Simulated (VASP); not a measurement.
# Re (P6/mmm) in VASP: a series of runs

Re is run at these levels: LDA; tasks: relaxation of cell and atoms.

Program: VASP 6.6.1. These are calculated values, not measurements. Logs are shortened: lines on timing, memory, paths and dates and some standing lists are left out, and cuts for length are marked.

## (1) The cell of the first run

The structure is hexagonal, space group P6/mmm (No. 191). Conventional cell: a = 2.651 Å, b = 2.651 Å, c = 2.492 Å, α = 90.00°, β = 90.00°, γ = 120.00°. Re (site symmetry 6/mmm) has 8 Re at 2.49 to 2.65 Å within 3.3 Å.

This isn't the form of Re at room conditions, which is hcp.

## (2) Relaxation of cell and atoms, LDA, target pressure -4.8 GPa, at which the enthalpy is minimised

INCAR reads:

```
PREC = Accurate
ENCUT = 600
EDIFF = 1E-6
ISMEAR = -1
SIGMA = 0.1
LREAL = F
LASPH = T
NELM = 60
ALGO = Normal
ISIF = 3
LWAVE = F
LCHARG = F
IBRION = 2
NSW = 60
EDIFFG = -0.005
PSTRESS = -48.0
```

KPOINTS reads:

```
Automatic mesh
0
Gamma
  17 17 15
```

POSCAR reads:

```
Re
1.0
    2.6506607662      0.0000000000      0.0000000000
   -1.3253303831      2.2955395604      0.0000000000
    0.0000000000      0.0000000000      2.4916211202
Re
1
Direct
    0.0000000000      0.0000000000      0.0000000000
```

Potentials or basis: VASP PAW LDA potentials, release 64 (Re).

Started as:

```
$ cat potpaw_LDA.64/Re/POTCAR > POTCAR
$ mpirun -np 1 vasp_std > vasp.out
```

OUTCAR:

```text
PREC = Accurate
   ENCUT = 600
   EDIFF = 1E-6
   ISMEAR = -1
   LREAL = F
   LASPH = T
   NELM = 60
   ISIF = 3
   IBRION = 2
   NSW = 60
   EDIFFG = -0.005
   PSTRESS = -48.0

 ion  position               nearest neighbor table
   1  0.000  0.000  0.000-

  LATTYP: Found a hexagonal cell.
 ALAT       =     2.6506607662
 C/A-ratio  =     0.9400000000

  Lattice vectors:

 A1 = (   2.6506607662,   0.0000000000,   0.0000000000)
 A2 = (  -1.3253303831,   2.2955395604,   0.0000000000)
 A3 = (   0.0000000000,   0.0000000000,   2.4916211202)

Analysis of symmetry for initial positions (statically):
=====================================================================
 Subroutine PRICEL returns:
 Original cell was already a primitive cell.

 Routine SETGRP: Setting up the symmetry group for a
 hexagonal supercell.

 Subroutine GETGRP returns: Found 24 space group operations
 (whereof 24 operations were pure point group operations)
 out of a pool of 24 trial point group operations.

The static configuration has the point symmetry D_6h.

Analysis of symmetry for dynamics (positions and initial velocities):
=====================================================================
 Subroutine PRICEL returns:
 Original cell was already a primitive cell.

 Routine SETGRP: Setting up the symmetry group for a
 hexagonal supercell.

 Subroutine GETGRP returns: Found 24 space group operations
 (whereof 24 operations were pure point group operations)
 out of a pool of 24 trial point group operations.

The dynamic configuration has the point symmetry D_6h.

 Subroutine INISYM returns: Found 24 space group operations
 (whereof 24 operations are pure point group operations),
 and found     1 'primitive' translations

----------------------------------------------------------------------------------------

                                     Primitive cell

  volume of cell :      15.1608

  direct lattice vectors                    reciprocal lattice vectors
     2.650660766  0.000000000  0.000000000     0.377264421  0.217813715  0.000000000
    -1.325330383  2.295539560  0.000000000     0.000000000  0.435627430  0.000000000
     0.000000000  0.000000000  2.491621120     0.000000000  0.000000000  0.401345129

[... 94 lines left out ...]
   EMIN   =  10.00;   EMAX   =-10.00  energy-range for DOS
   EFERMI =   0.00;   METHOD = LEGACY
   ISMEAR =    -1;   SIGMA  =   0.10  broadening in eV -4-tet -1-fermi 0-gaus
   EFERMI_NEDOS =   21; number of points for ismear=-14 and -15
   IALGO  =     38    algorithm
   IMIX   =      4    mixing-type and parameters
     AMIX     =   0.40;   BMIX     =  1.00
     AMIX_MAG =   1.60;   BMIX_MAG =  1.00
  volume/ion in A,a.u.               =      15.16       102.31
  Fermi-wavevector in a.u.,A,eV,Ry     =   1.265320  2.391109 21.783416  1.601036
  Thomas-Fermi vector in A             =   2.398580
   LORBIT       =      0    0 simple, 1 ext, 2 COOP (PROOUT), +10 PAW based schemes
   GGA     = CA    functional components
   LHFCALC =     F    Hartree Fock is set to
   AEXX    =    0.0000 exact exchange contribution
   IVDW    =     0    specifies the selected vdW correction
   LEPSILON=     F    determine dielectric tensor
   LRPA    =     F    only Hartree local field effects (RPA)
 conjugate gradient relaxation of ions
 non-spin polarized calculation
  energy-cutoff  :      600.00
  volume of cell :       15.16
 maximum number of plane-waves:       525
 NGX is ok and might be reduce to    24
   NGX = 11   NGY = 11   NGZ =  9

--------------------------------------- Ionic step        1  -------------------------------------------

 number of electron       7.0000000 magnetization

 Free energy of the ion-electron system (eV)
  ---------------------------------------------------
  ext. energy  EPLUGINS =         0.00000000
  ---------------------------------------------------
  free energy    TOTEN  =       -12.64524938 eV

  energy without entropy =      -12.59968366  energy(sigma->0) =      -12.62246652

------------------------ aborting loop because EDIFF is reached ----------------------------------------

  FORCE on cell =-STRESS in cart. coord.  units (eV):
  Direction    XX          YY          ZZ          XY          YZ          ZX
  --------------------------------------------------------------------------------------
  -------------------------------------------------------------------------------------
  Total        1.9722665      1.9722665     -0.7457106      0.0000000      0.0000000      0.0000000
  in kB      208.4276117    208.4276117    -78.8061271      0.0000000      0.0000000      0.0000000
  external PRESSURE =     160.6830321 kB  Pullay stress =     -48.0000000 kB
[... 94 lines left out ...]
  energy  without entropy=      -12.6500843462  energy(sigma->0) =      -12.67111993

  enthalpy is  TOTEN    =       -13.1769960740 eV   P V=       -0.4848405696

[... ionic steps 4 to 12 ...]

--------------------------------------- Ionic step       13  -------------------------------------------

 number of electron       7.0000000 magnetization

------------------------ aborting loop because EDIFF is reached ----------------------------------------
[... 69 lines left out ...]
--------------------------------------- Ionic step       15  -------------------------------------------

 number of electron       7.0000000 magnetization

 Free energy of the ion-electron system (eV)
  ---------------------------------------------------
  ext. energy  EPLUGINS =         0.00000000
  ---------------------------------------------------
  free energy    TOTEN  =       -12.71498173 eV

  energy without entropy =      -12.67485891  energy(sigma->0) =      -12.69492032

 E-fermi :   7.4221     XC(G=0): -13.3407

 val. band max:        7.4215249618   @ k =   0.2353   0.2353   0.2667
 cond. band min:       7.4243156800   @ k =   0.2353   0.1176   0.2667
 fundamental gap:      0.0027907182
 Fermi energy:         7.4220535236

 k-point     1 :       0.0000    0.0000    0.0000
  band No.  band energies     occupation
      1      -2.2382      2.00000
      2       1.5956      2.00000
      3       5.4915      2.00000
      4       5.4915      2.00000
      5      11.5455      0.00000
      6      11.5455      0.00000
      7      20.8146      0.00000
[... 221 lines left out ...]
 k-point    24 :       0.1765    0.1765    0.0000
  band No.  band energies     occupation
      1       0.5772      2.00000
      2       2.9009      2.00000
      3       3.5731      2.00000
      4       9.1150      0.00000
      5       9.4427      0.00000
      6      10.8467      0.00000
      7      19.4710      0.00000

 [... further k-points ...]
[... 5 lines left out ...]
  --------------------------------------------------------------------------------------
  -------------------------------------------------------------------------------------
  Total       -0.4795411     -0.4795411     -0.4770427      0.0000000      0.0000000      0.0000000
  in kB      -48.4383804    -48.4383804    -48.1860187      0.0000000      0.0000000      0.0000000
  external PRESSURE =      -0.3542598 kB  Pullay stress =     -48.0000000 kB
[... 20 lines left out ...]
  energy  without entropy=      -12.6748589101  energy(sigma->0) =      -12.69492032

  enthalpy is  TOTEN    =       -13.1901828708 eV   P V=       -0.4752011407

 reached required accuracy - stopping structural energy minimisation
```

CONTCAR:

```text
Re
   1.00000000000000
     2.7434407368888638    0.0000000000000000   -0.0000000000000000
    -1.3717203684444319    2.3758893719818315    0.0000000000000000
    -0.0000000000000000    0.0000000000000000    2.4334645368530499
  Re
     1
Direct
     0.0000000000000000    0.0000000000000000    0.0000000000000000

  0.00000000E+00  0.00000000E+00  0.00000000E+00
```

Run time: 5.1 min. Hardware: 1 thread of Oxide Virtual Turin-like, shared host; peak memory 0.14 GiB.

Results:

- Free energy: -12.7150 eV
- Relaxed volume: 15.86 Å³/atom
- Relaxed cell: a = 2.743 Å, b = 2.743 Å, c = 2.433 Å, α = 90.00°, β = 90.00°, γ = 120.00°
- Space group after relaxing (to 0.1 Å): P6/mmm (No. 191)
- Energy change on relaxing (the run minimises the enthalpy): -69.7 meV/atom
- Ionic steps: 15
- Pressure after relaxing: -4.8 GPa
- Band gap on the k mesh: zero (an odd number of electrons rules out a gap without spin polarisation)

Step by step:
| step | energy change (eV) | largest force (eV/Å) | pressure (GPa) | volume (Å³) |
| --- | --- | --- | --- | --- |
| 1 | 0.0000 | 0.0000 | 11.27 | 15.16 |
| 2 | 0.3887 | 0.0000 | -35.26 | 18.65 |
| 3 | -0.0469 | 0.0000 | -10.76 | 16.18 |
| 4 | -0.0493 | 0.0000 | -9.60 | 16.12 |
| 5 | -0.0295 | 0.0000 | 2.75 | 15.57 |
| 6 | -0.0674 | 0.0000 | -6.07 | 15.93 |
| 7 | -0.0675 | 0.0000 | -5.98 | 15.93 |
| 8 | -0.0723 | 0.0000 | -2.53 | 15.74 |
| 9 | -0.0697 | 0.0000 | -4.83 | 15.86 |
| 10 | -0.0698 | 0.0000 | -4.83 | 15.86 |
| 11 | -0.0700 | 0.0000 | -4.65 | 15.85 |
| 12 | -0.0698 | 0.0000 | -4.76 | 15.86 |
| 13 | -0.0696 | 0.0000 | -4.88 | 15.87 |
| 14 | -0.0697 | 0.0000 | -4.85 | 15.86 |
| 15 | -0.0697 | 0.0000 | -4.84 | 15.86 |

Final structure:
```
Re
1.0
     2.74344    0.00000    0.00000
    -1.37172    2.37589    0.00000
     0.00000    0.00000    2.43346
Re
1
Direct
  0.00000 0.00000 0.00000
```

Levels at points of the mesh, in eV from the Fermi level:
```csv
k point,band 1,band 2,band 3,band 4,band 5,band 6
"(0.00, 0.00, 0.00)",-9.66,-5.83,-1.93,-1.93,4.12,4.12
```

Caveat: the cell is relaxed towards a set pressure, so the run minimises the enthalpy, not the energy; spin-orbit coupling is left out, which moves the levels of the heavy elements.

## (3) Relaxation of cell and atoms, LDA, target pressure -4.8 GPa, at which the enthalpy is minimised

This run uses another cell than the first one, of 15.84 Å³/atom.

INCAR reads:

```
  PREC = Accurate
  ENCUT = 600
  EDIFF = 1E-6
  ISMEAR = -1
  SIGMA = 0.1
  LREAL = F
  LASPH = T
  NELM = 60
  ALGO = Normal
  ISIF = 3
  LWAVE = F
  LCHARG = F
  IBRION = 2
  NSW = 32
  EDIFFG = -0.005
  PSTRESS = -48.0
```

KPOINTS is that of step 2.

POSCAR reads:

```
Re
1.0
    2.7372750979      0.0000000000      0.0000000000
   -1.3686375489      2.3705497719      0.0000000000
    0.0000000000      0.0000000000      2.4415009731
Re
1
Direct
    0.0000000000      0.0000000000      0.0000000000
```

Potentials or basis: VASP PAW LDA potentials, release 64 (Re).

Started as:

```
$ cat potpaw_LDA.64/Re/POTCAR > POTCAR
$ mpirun -np 1 vasp_std > vasp.out
```

It took 2.4 min on 1 thread of Oxide Virtual Turin-like, shared host; peak memory 0.12 GiB.

Results (log left out):

| Item | Value |
| --- | --- |
| Free energy | -12.7152 eV |
| Relaxed volume | 15.86 Å³/atom |
| Relaxed cell | a = 2.744 Å, b = 2.744 Å, c = 2.433 Å, α = 90.00°, β = 90.00°, γ = 120.00° |
| Space group after relaxing (to 0.1 Å) | P6/mmm (No. 191) |
| Energy change on relaxing (the run minimises the enthalpy) | -0.0 meV/atom |
| Ionic steps | 12 |
| Pressure after relaxing | -4.8 GPa |
| Band gap on the k mesh | zero (an odd number of electrons rules out a gap without spin polarisation) |

Final structure:
```xyz
1
Lattice="2.7436 0.0000 0.0000 -1.3718 2.3761 0.0000 0.0000 0.0000 2.4334" Properties=species:S:1:pos:R:3 pbc="T T T"
Re    0.0000    0.0000    0.0000
```

Levels at points of the mesh, in eV from the Fermi level:
```tsv
k point	band 1	band 2	band 3	band 4	band 5	band 6
(0.00, 0.00, 0.00)	-9.66	-5.83	-1.93	-1.93	4.12	4.12
```

Caveat: the cell is relaxed towards a set pressure, so the run minimises the enthalpy, not the energy; spin-orbit coupling is left out, which moves the levels of the heavy elements.
